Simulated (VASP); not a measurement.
# Hf (P6_3/mmc) in VASP: single point with PBEsol

Aim: the single point of Hf with PBEsol.

Everything below comes from runs of VASP 6.6.1. Logs are shortened: lines on timing, memory, paths and dates and some standing lists are left out, and cuts for length are marked.

## (1) The cell of the first run

The structure is hexagonal, space group P6_3/mmc (No. 194). The conventional cell has a = 2.766 Å, b = 2.766 Å, c = 4.585 Å, α = 90.00°, β = 90.00°, γ = 120.00°. Within 3.6 Å of Hf (site symmetry -6m2) lie 12 Hf at 2.77 to 2.79 Å.

## (2) Single point, PBEsol

File INCAR:

```
  PREC = Accurate
  ENCUT = 520
  EDIFF = 1E-7
  ISMEAR = -1
  SIGMA = 0.1
  LREAL = F
  LASPH = T
  NELM = 100
  ALGO = Normal
  ISIF = 2
  LWAVE = F
  LCHARG = F
  GGA = PS
  NBANDS = 17
```

File KPOINTS:

```
regular mesh
0
Gamma
  16 16 9
```

File POSCAR:

```
Hf
1.0
    2.7659546097      0.0000000000      0.0000000000
   -1.3829773049      2.3953869577      0.0000000000
    0.0000000000      0.0000000000      4.5847554391
Hf
2
Direct
    0.3333333333      0.6666666667      0.2500000000
    0.6666666667      0.3333333333      0.7500000000
```

Potentials or basis: VASP PAW PBE potentials, release 64 (Hf_pv).

The run is started by

```console
cat potpaw_PBE.64/Hf_pv/POTCAR > POTCAR
mpirun -np 1 vasp_std > vasp.out
```

OUTCAR:

```text
PREC = Accurate
   ENCUT = 520
   EDIFF = 1E-7
   ISMEAR = -1
   LREAL = F
   LASPH = T
   NELM = 100
   ISIF = 2
   GGA = PS

 ion  position               nearest neighbor table
   1  0.333  0.667  0.250-   2 2.79   2 2.79   2 2.79   2 2.79   2 2.79   2 2.79
   2  0.667  0.333  0.750-   1 2.79   1 2.79   1 2.79   1 2.79   1 2.79   1 2.79

  LATTYP: Found a hexagonal cell.
 ALAT       =     2.7659546097
 C/A-ratio  =     1.6575671282

  Lattice vectors:

 A1 = (   2.7659546097,   0.0000000000,   0.0000000000)
 A2 = (  -1.3829773049,   2.3953869577,   0.0000000000)
 A3 = (   0.0000000000,   0.0000000000,   4.5847554391)

Analysis of symmetry for initial positions (statically):
=====================================================================
 Subroutine PRICEL returns:
 Original cell was already a primitive cell.

 Routine SETGRP: Setting up the symmetry group for a
 hexagonal supercell.

 Subroutine GETGRP returns: Found 24 space group operations
 (whereof 12 operations were pure point group operations)
 out of a pool of 24 trial point group operations.

The static configuration has the point symmetry D_3d.
 The point group associated with its full space group is D_6h.

Analysis of symmetry for dynamics (positions and initial velocities):
=====================================================================
 Subroutine PRICEL returns:
 Original cell was already a primitive cell.

 Routine SETGRP: Setting up the symmetry group for a
 hexagonal supercell.

 Subroutine GETGRP returns: Found 24 space group operations
 (whereof 12 operations were pure point group operations)
 out of a pool of 24 trial point group operations.

The dynamic configuration has the point symmetry D_3d.
 The point group associated with its full space group is D_6h.

 Subroutine INISYM returns: Found 24 space group operations
 (whereof 12 operations are pure point group operations),
 and found     1 'primitive' translations

----------------------------------------------------------------------------------------

                                     Primitive cell

  volume of cell :      30.3764

  direct lattice vectors                    reciprocal lattice vectors
     2.765954610  0.000000000  0.000000000     0.361538832  0.208734542  0.000000000
    -1.382977305  2.395386958  0.000000000     0.000000000  0.417469084  0.000000000
     0.000000000  0.000000000  4.584755439     0.000000000  0.000000000  0.218114142

  length of vectors
     2.765954610  2.765954610  4.584755439     0.417469084  0.417469084  0.218114142

  position of ions in fractional coordinates (direct lattice)
     0.333333333  0.666666667  0.250000000
     0.666666667  0.333333333  0.750000000

  ion indices of the primitive-cell ions
   primitive index   ion index
                 1           1
                 2           2

----------------------------------------------------------------------------------------

 KPOINTS: regular mesh

Automatic generation of k-mesh.
 Grid dimensions read from file:
 generate k-points for:   16   16    9

 Generating k-lattice:

  Cartesian coordinates                     Fractional coordinates (reciprocal lattice)
     0.022596177  0.013045909  0.000000000     0.062500000  0.000000000  0.000000000
     0.000000000  0.026091818  0.000000000     0.000000000  0.062500000  0.000000000
     0.000000000  0.000000000  0.024234905     0.000000000  0.000000000  0.111111111

  Length of vectors
     0.026091818  0.026091818  0.024234905

  Shift w.r.t. Gamma in fractional coordinates (k-lattice)
     0.000000000  0.000000000  0.000000000

 Subroutine IBZKPT returns following result:
 ===========================================

 Found    150 irreducible k-points:

 Following reciprocal coordinates:
            Coordinates               Weight
  0.000000  0.000000  0.000000      1.000000
  0.062500  0.000000  0.000000      6.000000
  0.125000  0.000000  0.000000      6.000000
  0.187500  0.000000  0.000000      6.000000
  0.250000  0.000000  0.000000      6.000000
  0.312500  0.000000  0.000000      6.000000
[... 16 lines left out ...]
  0.187500  0.187500  0.000000      6.000000
  0.250000  0.187500  0.000000     12.000000
 [... further k-points ...]
   k-points           NKPTS =    150   k-points in BZ     NKDIM =    150   number of bands    NBANDS=     17
   number of dos      NEDOS =    301   number of ions     NIONS =      2
   total plane-waves  NPLWV =  20736
   dimension x,y,z NGX =    24 NGY =   24 NGZ =   36
   dimension x,y,z NGXF=    48 NGYF=   48 NGZF=   72
   ions per type =               2
   NGX,Y,Z   is equivalent  to a cutoff of  14.43, 14.43, 13.05 a.u.
   NGXF,Y,Z  is equivalent  to a cutoff of  28.85, 28.85, 26.11 a.u.
 SYSTEM =  unknown system
   PREC   = accura    normal or accurate (medium, high low for compatibility)
   ISTART =      0    job   : 0-new  1-cont  2-samecut
   ICHARG =      2    charge: 1-file 2-atom 10-const
   ISPIN  =      1    spin polarized calculation?
   LNONCOLLINEAR =      F non collinear calculations
   LSORBIT =      F    spin-orbit coupling
   LASPH  =      T    aspherical Exc in radial PAW
   ENCUT  =  520.0 eV  38.22 Ry    6.18 a.u.   5.14  5.14  8.52*2*pi/ulx,y,z
   NELM   =    100;   NELMIN=  2; NELMDL= -5     # of ELM steps
   EDIFF  = 0.1E-06   stopping-criterion for ELM
   LREAL  =      F    real-space projection
   EDIFFG = 0.1E-05   stopping-criterion for IOM
   NSW    =      0    number of steps for IOM
   IBRION =     -1    ionic relax: 0-MD 1-quasi-New 2-CG
   NFREE  =      0    steps in history (QN), initial steepest desc. (CG)
   ISIF   =      2    stress and relaxation
   ISYM   =      2    0-nonsym 1-usesym 2-fastsym
   POTIM  = 0.5000    time-step for ionic-motion
   TEBEG  =    0.0;   TEEND  =   0.0 temperature during run
   PSTRESS=    0.0 pullay stress
   NELECT =      20.0000    total number of electrons
   NUPDOWN=      -1.0000    fix difference up-down
   EMIN   =  10.00;   EMAX   =-10.00  energy-range for DOS
   EFERMI =   0.00;   METHOD = LEGACY
   ISMEAR =    -1;   SIGMA  =   0.10  broadening in eV -4-tet -1-fermi 0-gaus
   EFERMI_NEDOS =   21; number of points for ismear=-14 and -15
   IALGO  =     38    algorithm
   IMIX   =      4    mixing-type and parameters
     AMIX     =   0.40;   BMIX     =  1.00
     AMIX_MAG =   1.60;   BMIX_MAG =  1.00
  volume/ion in A,a.u.               =      15.19       102.50
  Fermi-wavevector in a.u.,A,eV,Ry     =   1.424205  2.691357 27.597514  2.028360
  Thomas-Fermi vector in A             =   2.544721
   LORBIT       =      0    0 simple, 1 ext, 2 COOP (PROOUT), +10 PAW based schemes
   GGA     = PS    functional components
   LHFCALC =     F    Hartree Fock is set to
   AEXX    =    0.0000 exact exchange contribution
   IVDW    =     0    specifies the selected vdW correction
   LEPSILON=     F    determine dielectric tensor
   LRPA    =     F    only Hartree local field effects (RPA)
 non-spin polarized calculation
  energy-cutoff  :      520.00
  volume of cell :       30.38
 maximum number of plane-waves:       831
 NGX is ok and might be reduce to    24
   NGX = 11   NGY = 11   NGZ = 17

 number of electron      20.0000001 magnetization

 Free energy of the ion-electron system (eV)
  ---------------------------------------------------
  ext. energy  EPLUGINS =         0.00000000
  ---------------------------------------------------
  free energy    TOTEN  =       -18.84653866 eV

  energy without entropy =      -18.79807580  energy(sigma->0) =      -18.82230723

 E-fermi :   7.7546     XC(G=0): -13.2965

 val. band max:        7.7538300177   @ k =   0.0625   0.0625   0.3333
 cond. band min:       7.7630239986   @ k =   0.3750   0.0000   0.0000
 fundamental gap:      0.0091939809
 Fermi energy:         7.7546275561

 k-point     1 :       0.0000    0.0000    0.0000
  band No.  band energies     occupation
      1     -23.6116      2.00000
      2     -21.1989      2.00000
      3     -21.1989      2.00000
      4     -20.9695      2.00000
      5     -20.8863      2.00000
      6     -20.8863      2.00000
[... 9 lines left out ...]
     16      11.7675      0.00000
     17      15.5532      0.00000

 k-point     2 :       0.0625    0.0000    0.0000
  band No.  band energies     occupation
      1     -23.5791      2.00000
      2     -21.2917      2.00000
      3     -21.2264      2.00000
      4     -20.9835      2.00000
      5     -20.9800      2.00000
      6     -20.8982      2.00000
[... 9 lines left out ...]
     16      11.5584      0.00000
     17      15.7315      0.00000

 k-point     3 :       0.1250    0.0000    0.0000
  band No.  band energies     occupation
      1     -23.4839      2.00000
      2     -21.5526      2.00000
      3     -21.3019      2.00000
      4     -21.2500      2.00000
      5     -21.0124      2.00000
      6     -20.9339      2.00000
[... 9 lines left out ...]
     16      11.0560      0.00000
     17      16.1349      0.00000

 k-point     4 :       0.1875    0.0000    0.0000
  band No.  band energies     occupation
      1     -23.3325      2.00000
      2     -21.9338      2.00000
      3     -21.6238      2.00000
      4     -21.4095      2.00000
      5     -21.0690      2.00000
      6     -20.9905      2.00000
[... 9 lines left out ...]
     16      11.7776      0.00000
     17      16.5600      0.00000
[... 343 lines left out ...]
      1     -23.3323      2.00000
      2     -22.9052      2.00000
      3     -22.3399      2.00000
      4     -22.0277      2.00000
      5     -21.6244      2.00000
      6     -21.4784      2.00000
[... 9 lines left out ...]
     16      16.5184      0.00000
     17      19.2391      0.00000

 k-point    23 :       0.1875    0.1875    0.0000
  band No.  band energies     occupation
      1     -22.8585      2.00000
      2     -22.6043      2.00000
      3     -22.5483      2.00000
      4     -21.7214      2.00000
      5     -21.3874      2.00000
      6     -21.2885      2.00000
[... 9 lines left out ...]
     16      15.5863      0.00000
     17      16.2589      0.00000

 k-point    24 :       0.2500    0.1875    0.0000
  band No.  band energies     occupation
      1     -22.8848      2.00000
      2     -22.6951      2.00000
      3     -22.6423      2.00000
      4     -21.9194      2.00000
      5     -21.5421      2.00000
      6     -21.4133      2.00000
[... 9 lines left out ...]
     16      16.1392      0.00000
     17      17.2281      0.00000

 [... further k-points ...]
[... 5 lines left out ...]
  --------------------------------------------------------------------------------------
  -------------------------------------------------------------------------------------
  Total       13.3313029     13.3313029     13.2748338     -0.0000000      0.0000000      0.0000000
  in kB      703.1472365    703.1472364    700.1688277     -0.0000000      0.0000000      0.0000000
  external PRESSURE =     702.1544335 kB  Pullay stress =       0.0000000 kB

 VOLUME and BASIS-vectors are now :
 -----------------------------------------------------------------------------
  energy-cutoff  :      520.00
  volume of cell :       30.38
      direct lattice vectors                 reciprocal lattice vectors
     2.765954610  0.000000000  0.000000000     0.361538832  0.208734542  0.000000000
    -1.382977305  2.395386958  0.000000000     0.000000000  0.417469084  0.000000000
     0.000000000  0.000000000  4.584755439     0.000000000  0.000000000  0.218114142

 POSITION                                       TOTAL-FORCE (eV/Angst)
 -----------------------------------------------------------------------------------
     -0.00000      1.59692      1.14619         0.000000      0.000000      0.000000
      1.38298      0.79846      3.43857        -0.000000     -0.000000      0.000000
 -----------------------------------------------------------------------------------
    total drift:                               -0.000000      0.000000     -0.000000

  FREE ENERGIE OF THE ION-ELECTRON SYSTEM (eV)
  ---------------------------------------------------
  free  energy   TOTEN  =       -18.8465386611 eV

  energy  without entropy=      -18.7980758001  energy(sigma->0) =      -18.82230723
```

It took 37 s on 1 thread of Intel Xeon 6975P-C (Granite Rapids), shared host; peak memory 0.2 GiB.

Results:

```
Free energy            : -18.8465 eV
Pressure               : 70.2 GPa
Band gap on the k mesh : zero (bands 10 and 11 overlap by 1.99 eV)
```

Caveat: the cell stands under pressure; the PAW data sets were made with another functional, which shifts forces and pressure a little; spin-orbit coupling is left out, which moves the levels of the heavy elements.
